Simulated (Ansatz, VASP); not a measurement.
**Two plane-wave programs on Na**

The input INCAR:

```
  PREC = Accurate
  ENCUT = 520
  EDIFF = 1E-7
  ISMEAR = -1
  SIGMA = 0.1
  LREAL = False
  LASPH = True
  NELM = 100
  ALGO = Normal
  ISIF = 2
  LWAVE = False
  LCHARG = False
  GGA = PS
  NBANDS = 14
```

File KPOINTS:

```
regular mesh
0
Gamma
  11 11 6
```

File POSCAR:

```
Na
1.0
    3.8167400180      0.0000000000      0.0000000000
   -1.9083700090      3.3053938152      0.0000000000
    0.0000000000      0.0000000000      6.2325858872
Na
2
Direct
    0.3333333333      0.6666666667      0.2500000000
    0.6666666667      0.3333333333      0.7500000000
```

Input for Ansatz:

```yaml
crystal:
  lattice:
    - [3.816740018, 0.0, 0.0]
    - [-1.908370009, 3.3053938152, 0.0]
    - [0.0, 0.0, 6.2325858872]
  atoms:
    - { symbol: Na, position: [0.3333333333, 0.6666666667, 0.25] }
    - { symbol: Na, position: [0.6666666667, 0.3333333333, 0.75] }
hamiltonian:
  xc: pbesol
  pseudopotentials:
    kind: paw
    azcp:
      Na: "pseudopotentials/Na.paw.azcp"
basis:
  ecutwfc: 420
  fft_grid_basis: typed
kpoints:
  mp_grid: { grid: [11, 11, 6], shift: [0, 0, 0] }
magnetization:
  spin_polarized: false
scf:
  occupations: { method: fermi_dirac, width: 0.1 }
  lower_state_search: "off"
output:
  stress: true
```

Alike in both runs: task single point; functional PBEsol; k mesh 11 × 11 × 6; occupations fermi-dirac, width 0.1 eV; no spin polarisation.

```csv
,VASP,Ansatz
version,VASP 6.6.1,Ansatz 0.2.0
potentials or method,"VASP PAW PBE potentials, release 64 (Na_pv), cutoff 520 eV","plane waves (420 eV) with PAW, scalar-relativistic"
valence electrons in the cell,14,18
```

```csv
,VASP,Ansatz,Ansatz less VASP
pressure (GPa),-0.5,-0.5,+0.01
"traceless stress, the component that is largest in VASP (GPa)",0.09,0.09,-0.001
```

VASP's potentials were made for PBE, not for PBEsol, and Ansatz warns of the same on its side. VASP's potentials hold 14 valence electrons a cell and Ansatz's 18, so a difference there can come from the potentials and not from the codes.
